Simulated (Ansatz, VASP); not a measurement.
# PbS: VASP beside Ansatz

```xyz
2
Lattice="0.0000 2.9650 2.9650 2.9650 0.0000 2.9650 2.9650 2.9650 0.0000" Properties=species:S:1:pos:R:3 pbc="T T T"
Pb   -0.0707   -0.0707    0.0000
S     2.9650    2.9650    2.9650
```

Change from the starting cell: all Pb atoms moved -0.100 Å, as atom 1 along Cartesian [1 1 0].

Alike in both runs: task single point; functional r2SCAN; k mesh 8 × 8 × 8; occupations gaussian, width 0.05 eV; no spin polarisation.

|  | VASP | Ansatz |
| --- | --- | --- |
| version | VASP 6.6.1 | Ansatz 0.2.0 |
| potentials or method | VASP PAW PBE potentials, release 64 (Pb_d, S), cutoff 520 eV | scalar-relativistic, plane waves, PAW |
| valence electrons in the cell | 20 | 20 |

VASP gave:

* gap on the k mesh at the Fermi level (eV): 0.64
* least direct gap on the mesh (eV): 0.64
* pressure (GPa): 1.5
* traceless stress, the component that is largest in VASP (GPa): -0.13
* rms of the force components (eV/Å): 0.031

**Question.** Which values does Ansatz return?

**Answer.** gap on the k mesh at the Fermi level (eV): 0.63; least direct gap on the mesh (eV): 0.63; pressure (GPa): 1.5; traceless stress, the component that is largest in VASP (GPa): -0.13; rms of the force components (eV/Å): 0.028.

VASP's potentials were made for PBE, not for r2SCAN. Atom by atom the forces differ by 0.003 eV/Å (rms over components).

Neither program's run includes spin-orbit coupling.
